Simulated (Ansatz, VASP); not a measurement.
**Al: VASP beside Ansatz**

Contents of INCAR:

```
ALGO = Normal
EDIFF = 1E-7
ENCUT = 520
GGA = PS
ISIF = 2
ISMEAR = 0
ISPIN = 2
LASPH = True
LCHARG = False
LORBIT = 11
LREAL = False
LWAVE = False
MAGMOM = 2 3
NBANDS = 14
NELM = 150
PREC = Accurate
SIGMA = 0.15
```

KPOINTS

```
k-points
0
Gamma
  24 24 14
```

File POSCAR:

```
Al
1.0
    2.7609458485      0.0000000000      0.0000000000
   -1.3804729242      2.3910492433      0.0000000000
    0.0000000000      0.0000000000      4.9415358429
Al
2
Direct
    0.6666666667      0.3333333333      0.7500000000
    0.3333333333      0.6666666667      0.2500000000
```

Input for Ansatz:

```yaml
crystal:
  lattice:
    - [2.7609458485, 0.0, 0.0]
    - [-1.3804729242, 2.3910492433, 0.0]
    - [0.0, 0.0, 4.9415358429]
  atoms:
    - { symbol: Al, position: [0.6666666667, 0.3333333333, 0.75], spin: 2.0 }
    - { symbol: Al, position: [0.3333333333, 0.6666666667, 0.25], spin: 3.0 }
basis:
  ecutwfc: 420
kpoints:
  mp_grid: { grid: [24, 24, 14] }
hamiltonian:
  xc: pbesol
scf:
  occupations: { method: gaussian, width: 0.15 }
  n_extra_bands: 4
output:
  forces: true
  eigenvalues: true
  stress: true
magnetization:
  spin_polarized: true
```

Alike in both runs: task single point; functional PBEsol; k mesh 24 × 24 × 14; occupations gaussian, width 0.15 eV; collinear spin.

|  | VASP | Ansatz |
| --- | --- | --- |
| version | VASP 6.6.1 | Ansatz 0.2.0 |
| potentials or method | VASP PAW PBE potentials, release 64 (Al), cutoff 520 eV | scalar-relativistic, plane waves, PAW |
| valence electrons in the cell | 6 | 6 |

Ansatz gave:

- gap on the k mesh at the Fermi level (eV): none
- pressure (GPa): 0.8
- traceless stress, the component that is largest in VASP (GPa): -3.88
- net moment per atom (μB): 0.00

Problem. What did VASP give for the same quantities?

Solution. gap on the k mesh at the Fermi level (eV): none; pressure (GPa): 0.9; traceless stress, the component that is largest in VASP (GPa): -3.91; net moment per atom (μB): 0.00.

VASP's potentials were made for PBE, not for PBEsol. A gap of «none» marks a metal or a gap that the smearing closes. With one functional, cell and mesh, what is left measures potentials, basis and numerics. Ansatz's warnings: seeded moment not kept.
